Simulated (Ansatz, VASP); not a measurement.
**Fe in VASP and in Ansatz**

The input INCAR:

```
ALGO = Normal
EDIFF = 1E-6
ENCUT = 600
GGA = PE
GGA_COMPAT = False
ISIF = 2
ISMEAR = 0
LASPH = True
LCHARG = True
LELF = True
LREAL = False
LVHAR = True
LWAVE = False
NBANDS = 10
NELM = 120
PREC = Accurate
SIGMA = 0.3
```

The input KPOINTS:

```
k-points
0
Gamma
  16 16 16
```

The input POSCAR:

```
Fe
1.0
   -1.3807996972      1.3807996972      1.3807996972
    1.3807996972     -1.3807996972      1.3807996972
    1.3807996972      1.3807996972     -1.3807996972
Fe
1
Direct
    0.0000000000      0.0000000000      0.0000000000
```

Input for Ansatz:

```yaml
crystal:
  lattice:
    - [-1.3807996972, 1.3807996972, 1.3807996972]
    - [1.3807996972, -1.3807996972, 1.3807996972]
    - [1.3807996972, 1.3807996972, -1.3807996972]
  atoms:
    - { symbol: Fe, position: [0.0, 0.0, 0.0] }
hamiltonian:
  xc: pbe
  pseudopotentials:
    kind: paw
    azcp:
      Fe: "pseudopotentials/Fe.paw.azcp"
basis:
  ecutwfc: 420
  fft_grid_basis: typed
kpoints:
  mp_grid: { grid: [16, 16, 16], shift: [0, 0, 0] }
magnetization:
  spin_polarized: false
scf:
  occupations: { method: gaussian, width: 0.3 }
  lower_state_search: "off"
output:
  stress: true
```

Alike in both runs: task single point; functional PBE; k mesh 16 × 16 × 16; occupations gaussian, width 0.3 eV; no spin polarisation.

|  | VASP | Ansatz |
| --- | --- | --- |
| version | VASP 6.6.1 | Ansatz 0.2.0 |
| potentials or method | VASP PAW PBE potentials, release 64 (Fe), cutoff 600 eV | plane waves (420 eV) with PAW, scalar-relativistic |
| valence electrons in the cell | 8 | 16 |

|  | VASP | Ansatz | Ansatz less VASP |
| --- | --- | --- | --- |
| pressure (GPa) | 0.0 | 0.6 | +0.60 |

The functional is the same, so the differences come from potentials, cutoffs and numerics. VASP's potentials hold 8 valence electrons a cell and Ansatz's 16, so a difference there can come from the potentials and not from the codes.
